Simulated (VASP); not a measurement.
# Fe (Im-3m) in VASP: a series of runs, part 2 of 2

VASP 6.6.1. The steps go on from the part before.

## (5) Single point, r2SCAN

This run uses another cell than the first one, of 10.17 Å³/atom, 0.936 times its volume.

Input file POSCAR:

```
Fe
1.0
   -1.3650158294      1.3650158294      1.3650158294
    1.3650158294     -1.3650158294      1.3650158294
    1.3650158294      1.3650158294     -1.3650158294
Fe
1
Direct
    0.0000000000      0.0000000000      0.0000000000
```

Input file INCAR.step1:

```
  PREC = Accurate
  ENCUT = 660
  ISMEAR = -1
  SIGMA = 0.1
  LREAL = F
  LASPH = T
  NELM = 120
  NBANDS = 10
  GGA = PE
  ALGO = Normal
  EDIFF = 1E-5
  LWAVE = T
  LCHARG = F
  GGA_COMPAT = F
```

Input file INCAR.step2:

```
  PREC = Accurate
  ENCUT = 660
  EDIFF = 1E-6
  ISMEAR = -1
  SIGMA = 0.1
  LREAL = F
  LASPH = T
  NELM = 120
  ALGO = Normal
  ISIF = 2
  LWAVE = F
  LCHARG = T
  METAGGA = R2SCAN
  LMIXTAU = T
  LELF = T
  LVHAR = T
  NBANDS = 10
  ISTART = 1
  GGA_COMPAT = F
```

Input file KPOINTS:

```
regular mesh
0
Gamma
  3 3 3
```

Potentials or basis: VASP PAW PBE potentials, release 64 (Fe).

Started as:

```sh
$ cat potpaw_PBE.64/Fe/POTCAR > POTCAR
$ cp INCAR.step1 INCAR
$ mpirun -np 1 vasp_std > vasp.out
$ cp INCAR.step2 INCAR
$ mpirun -np 1 vasp_std > vasp.out
```

OUTCAR:

```text
PREC = Accurate
   ENCUT = 660
   EDIFF = 1E-6
   ISMEAR = -1
   LREAL = F
   LASPH = T
   NELM = 120
   ISIF = 2
   METAGGA = R2SCAN
   ISTART = 1

 ion  position               nearest neighbor table
   1  0.000  0.000  0.000-

  LATTYP: Found a body centered cubic cell.
 ALAT       =     2.7300316588

  Lattice vectors:

 A1 = (  -1.3650158294,   1.3650158294,   1.3650158294)
 A2 = (   1.3650158294,  -1.3650158294,   1.3650158294)
 A3 = (   1.3650158294,   1.3650158294,  -1.3650158294)

Analysis of symmetry for initial positions (statically):
=====================================================================
 Subroutine PRICEL returns:
 Original cell was already a primitive cell.

 Routine SETGRP: Setting up the symmetry group for a
 body centered cubic supercell.

 Subroutine GETGRP returns: Found 48 space group operations
 (whereof 48 operations were pure point group operations)
 out of a pool of 48 trial point group operations.

The static configuration has the point symmetry O_h .

Analysis of symmetry for dynamics (positions and initial velocities):
=====================================================================
 Subroutine PRICEL returns:
 Original cell was already a primitive cell.

 Routine SETGRP: Setting up the symmetry group for a
 body centered cubic supercell.

 Subroutine GETGRP returns: Found 48 space group operations
 (whereof 48 operations were pure point group operations)
 out of a pool of 48 trial point group operations.

The dynamic configuration has the point symmetry O_h .

 Subroutine INISYM returns: Found 48 space group operations
 (whereof 48 operations are pure point group operations),
 and found     1 'primitive' translations

----------------------------------------------------------------------------------------

                                     Primitive cell

  volume of cell :      10.1736

  direct lattice vectors                    reciprocal lattice vectors
    -1.365015829  1.365015829  1.365015829     0.000000000  0.366296118  0.366296118
     1.365015829 -1.365015829  1.365015829     0.366296118  0.000000000  0.366296118
     1.365015829  1.365015829 -1.365015829     0.366296118  0.366296118  0.000000000

  length of vectors
     2.364276770  2.364276770  2.364276770     0.518020939  0.518020939  0.518020939

  position of ions in fractional coordinates (direct lattice)
     0.000000000  0.000000000  0.000000000

  ion indices of the primitive-cell ions
   primitive index   ion index
                 1           1

----------------------------------------------------------------------------------------

 KPOINTS: regular mesh

Automatic generation of k-mesh.
 Grid dimensions read from file:
 generate k-points for:    3    3    3

 Generating k-lattice:

  Cartesian coordinates                     Fractional coordinates (reciprocal lattice)
     0.000000000  0.122098706  0.122098706     0.333333333  0.000000000  0.000000000
     0.122098706  0.000000000  0.122098706     0.000000000  0.333333333  0.000000000
     0.122098706  0.122098706  0.000000000     0.000000000  0.000000000  0.333333333

  Length of vectors
     0.172673646  0.172673646  0.172673646

  Shift w.r.t. Gamma in fractional coordinates (k-lattice)
     0.000000000  0.000000000  0.000000000

 Subroutine IBZKPT returns following result:
 ===========================================

 Found      4 irreducible k-points:

 Following reciprocal coordinates:
            Coordinates               Weight
  0.000000  0.000000  0.000000      1.000000
  0.333333  0.000000  0.000000     12.000000
  0.333333  0.333333  0.000000      8.000000
 -0.333333  0.333333  0.333333      6.000000
   k-points           NKPTS =      4   k-points in BZ     NKDIM =      4   number of bands    NBANDS=     10
   number of dos      NEDOS =    301   number of ions     NIONS =      1
   total plane-waves  NPLWV =   8000
   dimension x,y,z NGX =    20 NGY =   20 NGZ =   20
   dimension x,y,z NGXF=    40 NGYF=   40 NGZF=   40
   ions per type =               1
   NGX,Y,Z   is equivalent  to a cutoff of  14.06, 14.06, 14.06 a.u.
   NGXF,Y,Z  is equivalent  to a cutoff of  28.13, 28.13, 28.13 a.u.
 SYSTEM =  unknown system
   PREC   = accura    normal or accurate (medium, high low for compatibility)
   ISTART =      1    job   : 0-new  1-cont  2-samecut
   ICHARG =      0    charge: 1-file 2-atom 10-const
   ISPIN  =      1    spin polarized calculation?
   LNONCOLLINEAR =      F non collinear calculations
   LSORBIT =      F    spin-orbit coupling
   LASPH  =      T    aspherical Exc in radial PAW
   ENCUT  =  660.0 eV  48.51 Ry    6.96 a.u.   4.95  4.95  4.95*2*pi/ulx,y,z
   NELM   =    120;   NELMIN=  2; NELMDL=  0     # of ELM steps
   EDIFF  = 0.1E-05   stopping-criterion for ELM
   LREAL  =      F    real-space projection
   EDIFFG = 0.1E-04   stopping-criterion for IOM
   NSW    =      0    number of steps for IOM
   IBRION =     -1    ionic relax: 0-MD 1-quasi-New 2-CG
   NFREE  =      0    steps in history (QN), initial steepest desc. (CG)
   ISIF   =      2    stress and relaxation
   ISYM   =      2    0-nonsym 1-usesym 2-fastsym
   POTIM  = 0.5000    time-step for ionic-motion
   TEBEG  =    0.0;   TEEND  =   0.0 temperature during run
   PSTRESS=    0.0 pullay stress
   NELECT =       8.0000    total number of electrons
   NUPDOWN=      -1.0000    fix difference up-down
   EMIN   =  10.00;   EMAX   =-10.00  energy-range for DOS
   EFERMI =   0.00;   METHOD = LEGACY
   ISMEAR =    -1;   SIGMA  =   0.10  broadening in eV -4-tet -1-fermi 0-gaus
   EFERMI_NEDOS =   21; number of points for ismear=-14 and -15
   IALGO  =     38    algorithm
   IMIX   =      4    mixing-type and parameters
     AMIX     =   0.40;   BMIX     =  1.00
     AMIX_MAG =   1.60;   BMIX_MAG =  1.00
  volume/ion in A,a.u.               =      10.17        68.65
  Fermi-wavevector in a.u.,A,eV,Ry     =   1.511056  2.855481 31.066038  2.283289
  Thomas-Fermi vector in A             =   2.621164
   LORBIT       =      0    0 simple, 1 ext, 2 COOP (PROOUT), +10 PAW based schemes
   METAGGA = R2SCAN    functional components
   LHFCALC =     F    Hartree Fock is set to
   AEXX    =    0.0000 exact exchange contribution
   IVDW    =     0    specifies the selected vdW correction
   LEPSILON=     F    determine dielectric tensor
   LRPA    =     F    only Hartree local field effects (RPA)
 non-spin polarized calculation
  energy-cutoff  :      660.00
  volume of cell :       10.17
 maximum number of plane-waves:       402
   NGX =  9   NGY =  9   NGZ =  9

 number of electron       7.9999999 magnetization

 Free energy of the ion-electron system (eV)
  ---------------------------------------------------
  ext. energy  EPLUGINS =         0.00000000
  ---------------------------------------------------
  free energy    TOTEN  =       -12.69550806 eV

  energy without entropy =      -12.52287478  energy(sigma->0) =      -12.60919142

 E-fermi :   6.8621     XC(G=0): -15.0914

 val. band max:        6.7921039070   @ k =   0.0000   0.0000   0.0000
 cond. band min:       6.9642645273   @ k =   0.3333   0.0000   0.0000
 fundamental gap:      0.1721606203
 Fermi energy:         6.8621144952

 k-point     1 :       0.0000    0.0000    0.0000
  band No.  band energies     occupation
      1      -2.6471      2.00000
      2       4.8604      2.00000
      3       4.8604      2.00000
      4       4.8604      2.00000
      5       6.7921      1.33642
      6       6.7921      1.33642
      7      34.1492      0.00000
      8      34.1492      0.00000
      9      34.1492      0.00000
     10      40.2364      0.00000

 k-point     2 :       0.3333    0.0000    0.0000
  band No.  band energies     occupation
      1       1.0858      2.00000
      2       3.7866      2.00000
      3       5.0257      2.00000
      4       6.6122      1.84822
      5       6.9643      0.52947
      6       7.2342      0.04726
      7      20.8537      0.00000
      8      28.6555      0.00000
      9      32.5006      0.00000
     10      33.1918      0.00000

 k-point     3 :       0.3333    0.3333    0.0000
  band No.  band energies     occupation
      1       3.0545      2.00000
      2       3.7688      2.00000
      3       3.7688      2.00000
      4       6.9887      0.43987
      5       6.9887      0.43987
      6      14.9224      0.00000
      7      14.9224      0.00000
      8      18.3753      0.00000
      9      28.7457      0.00000
     10      38.4294      0.00000

 k-point     4 :      -0.3333    0.3333    0.3333
  band No.  band energies     occupation
      1       2.4590      2.00000
      2       2.9755      2.00000
      3       6.2059      1.99718
      4       6.2059      1.99718
      5       7.0797      0.20395
      6      10.8437      0.00000
      7      22.5460      0.00000
      8      22.5460      0.00000
      9      25.1570      0.00000
     10      27.9657      0.00000

------------------------ aborting loop because EDIFF is reached ----------------------------------------

  FORCE on cell =-STRESS in cart. coord.  units (eV):
  Direction    XX          YY          ZZ          XY          YZ          ZX
  --------------------------------------------------------------------------------------
  -------------------------------------------------------------------------------------
  Total        1.3023903      1.3023903      1.3023903      0.0000000     -0.0000000      0.0000000
  in kB      205.1061524    205.1061524    205.1061524      0.0000000     -0.0000000      0.0000000
  external PRESSURE =     205.1061524 kB  Pullay stress =       0.0000000 kB

 VOLUME and BASIS-vectors are now :
 -----------------------------------------------------------------------------
  energy-cutoff  :      660.00
  volume of cell :       10.17
      direct lattice vectors                 reciprocal lattice vectors
    -1.365015829  1.365015829  1.365015829     0.000000000  0.366296118  0.366296118
     1.365015829 -1.365015829  1.365015829     0.366296118  0.000000000  0.366296118
     1.365015829  1.365015829 -1.365015829     0.366296118  0.366296118  0.000000000

 POSITION                                       TOTAL-FORCE (eV/Angst)
 -----------------------------------------------------------------------------------
      0.00000      0.00000      0.00000         0.000000     -0.000000      0.000000
 -----------------------------------------------------------------------------------
    total drift:                                0.000000     -0.000000      0.000000

  FREE ENERGIE OF THE ION-ELECTRON SYSTEM (eV)
  ---------------------------------------------------
  free  energy   TOTEN  =       -12.6955080628 eV

  energy  without entropy=      -12.5228747758  energy(sigma->0) =      -12.60919142
```

OUTCAR.step1:

```text
PREC = Accurate
   ENCUT = 660
   ISMEAR = -1
   LREAL = F
   LASPH = T
   NELM = 120
[... 242 lines left out ...]

 POSITION                                       TOTAL-FORCE (eV/Angst)
 -----------------------------------------------------------------------------------
      0.00000      0.00000      0.00000         0.000000      0.000000      0.000000
 -----------------------------------------------------------------------------------
    total drift:                                0.000000      0.000000      0.000000

  FREE ENERGIE OF THE ION-ELECTRON SYSTEM (eV)
  ---------------------------------------------------
  free  energy   TOTEN  =        -7.1706225682 eV

  energy  without entropy=       -7.0001756729  energy(sigma->0) =       -7.08539912
```

Wall time 7.8 s (1 thread of Intel Xeon Platinum 8559C (Emerald Rapids), shared host); peak memory 0.12 GiB.

Results:

* Free energy: -12.6955 eV
* Pressure: 20.5 GPa
* Band gap on the k mesh: zero (band 4 reaches 6.99 eV, above the bottom of band 5 at 6.79 eV)

Levels at points of the mesh, in eV from the Fermi level:
```csv
k point,band 1,band 2,band 3,band 4,band 5,band 6,band 7,band 8
"(0.00, 0.00, 0.00)",-9.51,-2.00,-2.00,-2.00,-0.07,-0.07,27.29,27.29
```

Caveat: the k points lie up to 1.08 Å⁻¹ apart; the PAW data sets were made with another functional, which shifts forces and pressure a little; the run has no spin polarisation, though such a crystal can be magnetic.

## (6) Single point, r2SCAN

This run uses another cell than the first one, of 10.17 Å³/atom, 0.936 times its volume.

POSCAR is that of step 5.

Input file INCAR.step1:

```
PREC = Accurate
ENCUT = 660
ISMEAR = -1
SIGMA = 0.1
LREAL = False
LASPH = True
NELM = 120
NBANDS = 10
GGA = PE
ALGO = Normal
EDIFF = 1E-5
LWAVE = True
LCHARG = False
GGA_COMPAT = False
```

Input file INCAR.step2:

```
PREC = Accurate
ENCUT = 660
EDIFF = 1E-6
ISMEAR = -1
SIGMA = 0.1
LREAL = False
LASPH = True
NELM = 120
ALGO = Normal
ISIF = 2
LWAVE = False
LCHARG = False
METAGGA = R2SCAN
LMIXTAU = True
NBANDS = 10
ISTART = 1
GGA_COMPAT = False
```

Input file KPOINTS:

```
Automatic mesh
0
Gamma
  4 4 4
```

Potentials or basis: VASP PAW PBE potentials, release 64 (Fe).

Started as:

```sh
$ cat potpaw_PBE.64/Fe/POTCAR > POTCAR
$ cp INCAR.step1 INCAR
$ mpirun -np 1 vasp_std > vasp.out
$ cp INCAR.step2 INCAR
$ mpirun -np 1 vasp_std > vasp.out
```

Run time: 8.1 s. Hardware: 1 thread of Intel Xeon Platinum 8559C (Emerald Rapids), shared host; peak memory 0.12 GiB.

Results (log left out):

* Free energy: -13.3511 eV
* Pressure: 1.1 GPa
* Band gap on the k mesh: zero (band 4 reaches 8.16 eV, above the bottom of band 5 at 6.59 eV)

Levels at points of the mesh, in eV from the Fermi level:
```
           k point  band 1  band 2  band 3  band 4  band 5  band 6  band 7  band 8
(0.00, 0.00, 0.00)   -9.70   -2.00   -2.00   -2.00    0.14    0.14   27.02   27.02
(0.50, 0.00, 0.00)   -5.38   -3.44    0.05    0.26    0.42    1.41    9.16   20.05
(0.50, 0.50, 0.50)   -5.01   -5.01    1.06    1.06    1.06   11.19   11.19   11.19
```

Caveat: the k points lie up to 0.81 Å⁻¹ apart; the PAW data sets were made with another functional, which shifts forces and pressure a little; the run has no spin polarisation, though such a crystal can be magnetic. Spin polarisation is off, so any magnetic state and its effect on volume and gap are missing.

## (7) The runs side by side

```csv
spin,cell,k mesh,cutoff (eV),smearing,gap on the mesh (eV),pressure (GPa),moment (μB)
"collinear, ferromagnetic start","a = 2.417 Å, angles 109.5°, 1 atom",25 × 25 × 25,520,fermi-dirac 0.05 eV,none,16.5,2.55
"collinear, ferromagnetic start","a = 2.451 Å, angles 109.5°, 1 atom",25 × 25 × 25,520,fermi-dirac 0.05 eV,none,7.0,2.61
"collinear, ferromagnetic start","a = 2.485 Å, angles 109.5°, 1 atom",25 × 25 × 25,520,fermi-dirac 0.05 eV,none,-1.1,2.65
off,"a = 2.364 Å, angles 109.5°, 1 atom",3 × 3 × 3,660,fermi-dirac 0.1 eV,none,20.5,-
off,"a = 2.364 Å, angles 109.5°, 1 atom",4 × 4 × 4,660,fermi-dirac 0.1 eV,none,1.1,-
```

Alike in all rows: task single point; level r2SCAN; potentials or basis VASP PAW PBE potentials, release 64 (Fe).

Caveats: some runs use coarse meshes; the PAW data sets were made with another functional, which shifts forces and pressure a little.

Absolute energies hang on the potentials; compare differences alone.
